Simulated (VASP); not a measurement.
Wanted: the native input for a VASP 6.6.1 run.

```yaml
Task: single point
Functional: r2SCAN
Potentials_or_basis: VASP PAW PBE potentials, release 64 (Cd, F)
Cutoff: 520 eV
k_mesh: 8 × 8 × 8
Occupations: gaussian, width 0.05 eV
Spin: no spin polarisation
Dipole_correction: no
Further_INCAR_settings: ALGO = Normal; EDIFF = 1e-07; NBANDS = 20
```

CdF2:

```
CELL_PARAMETERS angstrom
0.00000 2.69400 2.69400
3.04745 0.00000 2.69400
3.04745 2.69400 0.00000
ATOMIC_POSITIONS crystal
Cd 0.00000 0.00000 0.00000
F 0.25000 0.25000 0.25000
F 0.75000 0.75000 0.75000
```

This cell differs from its parent crystal: strain +0.1312 x Voigt [1, 0, 0, 0, 0, 0].

The input as run:

POSCAR

```
CdF2
1.0
    0.0000000000      2.6940000000      2.6940000000
    3.0474528000      0.0000000000      2.6940000000
    3.0474528000      2.6940000000      0.0000000000
Cd F
1 2
Direct
    0.0000000000      0.0000000000      0.0000000000
    0.2500000000      0.2500000000      0.2500000000
    0.7500000000      0.7500000000      0.7500000000
```

INCAR.step1

```
PREC = Accurate ; ENCUT = 520
ISMEAR = 0 ; SIGMA = 0.05
LREAL = F ; LASPH = T
NELM = 60 ; NBANDS = 20
GGA = PE ; ALGO = Normal
EDIFF = 1E-4 ; LWAVE = T
LCHARG = F
```

INCAR.step2

```
PREC = Accurate ; ENCUT = 520
EDIFF = 1E-7 ; ISMEAR = 0
SIGMA = 0.05 ; LREAL = F
LASPH = T ; NELM = 60
ALGO = Normal ; ISIF = 2
LWAVE = F ; LCHARG = F
METAGGA = R2SCAN ; LMIXTAU = T
NBANDS = 20 ; ISTART = 1
```

KPOINTS

```
Automatic mesh
0
Gamma
  8 8 8
```

Potentials or basis: VASP PAW PBE potentials, release 64 (Cd, F).

Command:

```console
$ cat potpaw_PBE.64/Cd/POTCAR potpaw_PBE.64/F/POTCAR > POTCAR
$ cp INCAR.step1 INCAR
$ mpirun -np 1 vasp_std > vasp.out
$ cp INCAR.step2 INCAR
$ mpirun -np 1 vasp_std > vasp.out
```

It gave:

- Pressure: -10.0 GPa
- Band gap on the k mesh: 2.95 eV, indirect (least direct gap 3.50 eV)

Caveat: the cell differs from its parent crystal (strain +0.1312 x Voigt [1, 0, 0, 0, 0, 0]); the PAW data sets were made with another functional, which shifts forces and pressure a little.

Wall time 93 s on 1 thread of Intel(R) Xeon(R) 6975P-C (Granite Rapids) (shared host), peak memory 0.19 GiB.
